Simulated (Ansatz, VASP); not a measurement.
Two plane-wave programs on Ge

INCAR

```
SYSTEM = Ge
PREC = Accurate ; ENCUT = 500
EDIFF = 1E-6 ; ISMEAR = 0
SIGMA = 0.15 ; LREAL = .FALSE.
LASPH = .TRUE. ; NELM = 120
ALGO = Normal ; ISIF = 2
LWAVE = .FALSE. ; LCHARG = .FALSE.
GGA = PE ; NBANDS = 21
GGA_COMPAT = .FALSE.
```

The input KPOINTS:

```
Automatic mesh
0
G
  14 14 14
  0 0 0
```

Contents of POSCAR:

```
Ge
1.0
    0.0000000000      2.7156192000      2.6024684000
    2.7156192000      0.0000000000      2.6024684000
    2.7156192000      2.7156192000      0.0000000000
Ge
2
Direct
    0.5000000000      0.5000000000      0.5000000000
    0.7500000000      0.7500000000      0.7500000000
```

Input for Ansatz:

```yaml
crystal:
  lattice:
    - [0.0, 2.7156192, 2.6024684]
    - [2.7156192, 0.0, 2.6024684]
    - [2.7156192, 2.7156192, 0.0]
  atoms:
    - { symbol: Ge, position: [0.5, 0.5, 0.5] }
    - { symbol: Ge, position: [0.75, 0.75, 0.75] }
basis:
  ecutwfc: 420
kpoints:
  mp_grid: { grid: [14, 14, 14] }
hamiltonian:
  xc: pbe
scf:
  occupations: { method: gaussian, width: 0.15 }
output:
  forces: true
  stress: true
  eigenvalues: true
```

Change from the starting cell: strain -0.040 along x and y, -0.080 along z, atoms carried along.

Alike in both runs: task single point; functional PBE; k mesh 14 × 14 × 14; occupations gaussian, width 0.15 eV; no spin polarisation.

|  | VASP | Ansatz |
| --- | --- | --- |
| version | VASP 6.6.1 | Ansatz 0.2.0 |
| potentials or method | VASP PAW PBE potentials, release 64 (Ge_d), cutoff 500 eV | scalar-relativistic, plane waves, PAW |
| valence electrons in the cell | 28 | 28 |

Ansatz gave:

```
gap on the k mesh at the Fermi level (eV)                     : none
pressure (GPa)                                                : 21.8
traceless stress, the component that is largest in VASP (GPa) : 1.74
```

Task: Which values does VASP return?

Result: gap on the k mesh at the Fermi level (eV): none; pressure (GPa): 21.7; traceless stress, the component that is largest in VASP (GPa): 1.75.

A gap of «none» marks a metal or a gap that the smearing closes.
